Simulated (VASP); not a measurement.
Sn:

```xyz
2
Lattice="0.0000 3.2850 3.2850 3.2850 0.0000 3.2850 3.2850 3.2850 0.0000" Properties=species:S:1:pos:R:3 pbc="T T T"
Sn    3.2850    3.2850    3.2850
Sn    4.9275    4.9275    4.9275
```

This isn't the form of Sn at room conditions, which is tetragonal (white tin).

```yaml
Program: VASP 6.6.1
Task: relaxation of cell and atoms
Functional: LDA
Potentials_or_basis: VASP PAW LDA potentials, release 64 (Sn_d)
Cutoff: 600 eV
k_mesh: 12 × 12 × 12
Occupations: gaussian, width 0.1 eV
Spin: no spin polarisation
```

At the start: pressure -1.7 GPa; volume 35.45 Å³/atom.

**Question.** How do energy, volume and symmetry change on relaxing?

**Answer.** Over 3 steps the energy falls by 8.5 meV/atom and the volume is 33.95 Å³/atom (-4.2 %); space group Fd-3m (No. 227, to 0.1 Å) before and after.

Step by step:
```
step  energy change (eV)  largest force (eV/Å)  pressure (GPa)  volume (Å³)
   1              0.0000                0.0000           -1.74        70.90
   2             -0.0154                0.0000            0.61        67.02
   3             -0.0170                0.0000            0.01        67.90
```

Final structure:
```
Sn
1.0
     0.00000    3.23796    3.23796
     3.23796    0.00000    3.23796
     3.23796    3.23796    0.00000
Sn
2
Direct
  0.50000 0.50000 0.50000
  0.75000 0.75000 0.75000
```
